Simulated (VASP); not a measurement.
Set up this calculation in VASP 6.6.1, as the native input.

```
Task                   : single point
Functional             : PBEsol
Potentials or basis    : VASP PAW PBE potentials, release 64 (In_d, P)
Cutoff                 : 520 eV
k mesh                 : 4 × 6 × 1
Occupations            : gaussian, width 0.05 eV
Spin                   : no spin polarisation
Dipole correction      : yes
Further INCAR settings : ALGO = Normal; EDIFF = 1e-06; NBANDS = 76
```

The structure of InP lies in POSCAR:

```
InP
1.0
    5.8786887800      0.0000000000      0.0000000000
    0.0000000000      4.1568607000      0.0000000000
    0.0000000000      0.0000000000     28.4705821010
In P
7 7
Direct
    0.5567632554      0.5000000000      0.2968526248
    0.9834684026      0.0000000000      0.3508544532
    0.4871634031      0.5000000000      0.4279070881
    0.9836050124      0.0000000000      0.5000005465
    0.4871599600      0.5000000000      0.5720930660
   -0.0165402718      0.0000000000      0.6491471026
    0.5567507194      0.5000000000      0.7031464619
    0.7660389605      0.0000000000      0.2729186851
    0.2336138395      0.5000000000      0.3546863763
    0.7391357223      0.0000000000      0.4260632450
    0.2340810872      0.5000000000      0.4999995767
    0.7391321203      0.0000000000      0.5739369850
    0.2336026767      0.5000000000      0.6453120912
    0.7660251124      0.0000000000      0.7270816978
```

These files were run (other wordings do the same):

INCAR

```
SYSTEM = InP
PREC     = Accurate       ! precision mode
ENCUT    = 520            ! plane-wave cutoff, eV
EDIFF    = 1E-6           ! SCF threshold, eV
ISMEAR   = 0              ! smearing method
SIGMA    = 0.05           ! smearing width, eV
LREAL    = .FALSE.        ! projectors in reciprocal space
LASPH    = .TRUE.         ! aspherical terms in the spheres
NELM     = 80             ! most SCF steps
ALGO     = Normal         ! electronic algorithm
ISIF     = 2              ! what is computed and relaxed
LWAVE    = .FALSE.        ! write WAVECAR
LCHARG   = .FALSE.        ! write CHGCAR
LDIPOL   = .TRUE.       
IDIPOL   = 3            
DIPOL    = 0.5 0.5 0.500
GGA      = PS             ! functional
NBANDS   = 76             ! bands
```

KPOINTS

```
regular mesh
0
G
  4 6 1
  0 0 0
```

Potentials or basis: VASP PAW PBE potentials, release 64 (In_d, P).

Launch:

```sh
$ cat potpaw_PBE.64/In_d/POTCAR potpaw_PBE.64/P/POTCAR > POTCAR
$ mpirun -np 1 vasp_std > vasp.out
```

It gave:

The largest force is 0.009 eV/Å and the band gap on the k mesh is 1.00 eV.

Caveat: the PAW data sets were made with another functional, which shifts forces and pressure a little; spin-orbit coupling is left out, which moves the levels of the heavy elements.

It took 24 min on 1 thread of Intel(R) Xeon(R) Platinum 8259CL CPU @ 2.50GHz (Skylake/Cascade Lake) (shared host), peak memory 0.91 GiB.
